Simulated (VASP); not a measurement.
Runs of VASP 6.6.1 on TmHOs. The structure is that of space group P4/mmm (No. 123), or close to it. The cells are those of the table. 

```csv
task,cell,gap on the mesh (eV),pressure (GPa)
relaxation of cell and atoms,"relaxed from a = 3.409, b = 3.409, c = 3.551 Å, 3 atoms",none,0.0
single point,"a = 3.252, b = 3.252, c = 3.551 Å, 3 atoms",none,16.9
relaxation of shape and atoms at fixed volume,"relaxed from a = 3.269, b = 3.269, c = 3.513 Å, 3 atoms",none,16.7
single point,"a = 3.409, b = 3.409, c = 3.551 Å, 3 atoms",none,(a)
relaxation of shape and atoms at fixed volume,"relaxed from a = 3.325, b = 3.325, c = 3.508 Å, 3 atoms",none,10.5
```

Alike in all rows: level PBE; potentials or basis VASP PAW PBE potentials, release 64 (Tm_3, H, Os), 4f in core; no spin polarisation; k mesh 10 × 10 × 10; cutoff (eV) 600; smearing gaussian 0.1 eV.

Q: Fill in the values left out.

A: (a) 1.0.

Caveats: spin-orbit coupling is left out, which moves the levels of the heavy elements; the 4f electrons are frozen in the core, so they carry no moment and show no levels; the cell stands under pressure (at least some runs).

A k mesh can miss the band edges, and the runs leave out spin-orbit coupling on Os, Tm.

A gap of «none» marks levels without a gap at the run's occupations.
